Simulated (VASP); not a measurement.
AlAs3:

```xyz
8
Lattice="6.0911 0.0000 0.0000 -3.0456 5.2751 0.0000 0.0000 0.0000 4.8891" Properties=species:S:1:pos:R:3 pbc="T T T"
Al    0.0000    3.5167    1.2223
Al    3.0456    1.7584    3.6668
As    3.0456    3.5132    1.2223
As   -1.5197    4.3941    3.6668
As    1.5258    0.8809    1.2223
As    0.0000    1.7619    3.6668
As    4.5653    0.8809    1.2223
As    1.5197    4.3941    3.6668
```

```yaml
Program: VASP 6.6.1
Task: relaxation of cell and atoms
Functional: PBE
Potentials_or_basis: VASP PAW PBE potentials, release 64 (Al, As)
Cutoff: 600 eV
k_mesh: 6 × 6 × 8
Occupations: gaussian, width 0.1 eV
Spin: no spin polarisation
```

At the start: pressure -3.1 GPa; volume 19.64 Å³/atom.

Task: Where does the relaxation end?

Result: Over 20 steps the energy falls by 36.0 meV/atom and the volume is 19.22 Å³/atom (-2.1 %); space group P6_3/mmc (No. 194, to 0.1 Å) before and after.

Step by step:
| step | energy change (eV) | largest force (eV/Å) | pressure (GPa) | volume (Å³) |
| --- | --- | --- | --- | --- |
| 1 | 0.0000 | 0.2454 | -3.13 | 157.09 |
| 2 | -0.1118 | 0.2903 | 0.76 | 148.51 |
| 3 | -0.1118 | 0.2905 | 0.83 | 148.37 |
| 4 | -0.1640 | 0.2706 | 0.86 | 148.27 |
| 5 | -0.2457 | 0.0311 | 1.97 | 147.81 |
| 6 | -0.2675 | 0.0626 | -0.69 | 153.98 |
| 7 | -0.2714 | 0.0506 | 0.02 | 152.18 |
| 8 | -0.2742 | 0.0475 | -0.04 | 152.27 |
| 9 | -0.2770 | 0.0519 | -0.11 | 152.40 |
| 10 | -0.2825 | 0.0668 | -0.19 | 152.65 |
| 11 | -0.2710 | 0.0888 | -0.10 | 153.05 |
| 12 | -0.2832 | 0.0709 | -0.19 | 152.73 |
| 13 | -0.2848 | 0.0206 | 0.39 | 151.97 |
| 14 | -0.2849 | 0.0308 | 0.27 | 152.12 |
| 15 | -0.2870 | 0.0118 | 0.18 | 152.80 |
| 16 | -0.2877 | 0.0061 | 0.13 | 153.41 |
| 17 | -0.2877 | 0.0086 | 0.12 | 153.49 |
| 18 | -0.2877 | 0.0218 | -0.23 | 154.22 |
| 19 | -0.2879 | 0.0051 | -0.04 | 153.82 |
| 20 | -0.2880 | 0.0060 | 0.00 | 153.75 |

Final structure:
```
CELL_PARAMETERS angstrom
5.94311 0.00000 0.00000
-2.97155 5.14688 0.00000
0.00000 0.00000 5.02637
ATOMIC_POSITIONS crystal
Al 0.33333 0.66667 0.25000
Al 0.66667 0.33333 0.75000
As 0.81950 0.63899 0.25000
As 0.18050 0.81950 0.75000
As 0.36101 0.18050 0.25000
As 0.18050 0.36101 0.75000
As 0.81950 0.18050 0.25000
As 0.63899 0.81950 0.75000
```
